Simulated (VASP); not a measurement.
**Ni: relaxation of shape and atoms at fixed volume with PBE**

Ni:

```
CELL_PARAMETERS angstrom
2.32964 0.00000 0.00000
-1.16482 2.01753 0.00000
0.00000 0.00000 2.27037
ATOMIC_POSITIONS crystal
Ni 0.00000 0.00000 0.00000
```

```yaml
Program: VASP 6.6.1
Task: relaxation of shape and atoms at fixed volume
Functional: PBE
Potentials_or_basis: VASP PAW PBE potentials, release 64 (Ni)
Cutoff: 600 eV
k_mesh: 18 × 18 × 17
Occupations: fermi-dirac, width 0.1 eV
Spin: collinear spin, ferromagnetic start
Starting_moments: "[1.0] μB"
Dipole_correction: no
Further_INCAR_settings: ALGO = Normal; EDIFF = 1e-07; IBRION = 2; EDIFFG = -0.005; NSW = 50; ISIF = 4
```

* Energy gained by relaxing: 0.4 meV/atom
* Ionic steps: 3
* Pressure after relaxing: 20.5 GPa
* Net moment: 0.13 μB per cell
* Site moments: Ni +0.13 μB
* Valence electrons inside the program's atomic spheres: Ni 9.46

Step by step:
```csv
step,energy change (eV),largest force (eV/Å),pressure (GPa),volume (Å³)
1,0.0000,0.0000,20.61,10.67
2,-0.0002,0.0000,20.50,10.67
3,-0.0004,0.0000,20.53,10.67
```

Final structure:
```cif
data_structure
_symmetry_space_group_name_H-M 'P 1'
_symmetry_Int_Tables_number 1
_cell_length_a 2.3339
_cell_length_b 2.3339
_cell_length_c 2.2620
_cell_angle_alpha 90.000
_cell_angle_beta 90.000
_cell_angle_gamma 120.000
_cell_volume 10.67
loop_
_atom_site_label
_atom_site_type_symbol
_atom_site_fract_x
_atom_site_fract_y
_atom_site_fract_z
_atom_site_occupancy
Ni1 Ni 0.00000 0.00000 0.00000 1
```

Levels at points of the mesh, in eV from the Fermi level:
Spin up:
```tsv
k point	band 1	band 2	band 3	band 4	band 5	band 6	band 7	band 8	band 9	band 10
(0.00, 0.00, 0.00)	-8.99	-3.88	-2.11	-2.11	0.02	0.02	19.98	24.55	25.47	28.49
(0.50, 0.00, 0.00)	-4.77	-3.21	-1.30	-0.26	-0.24	0.17	6.18	18.21	24.23	27.20
```
Spin down:
| k point | band 2 | band 3 | band 4 | band 5 | band 6 | band 7 | band 8 | band 9 |
| --- | --- | --- | --- | --- | --- | --- | --- | --- |
| (0.00, 0.00, 0.00) | -3.78 | -1.97 | -1.97 | 0.18 | 0.18 | 19.99 | 24.53 | 25.49 |
| (0.50, 0.00, 0.00) | -3.11 | -1.15 | -0.26 | -0.08 | 0.32 | 6.26 | 18.23 | 24.25 |

It took 5 min on 1 thread of Oxide Virtual Turin-like Processor, on a shared host, peak memory 0.16 GiB.
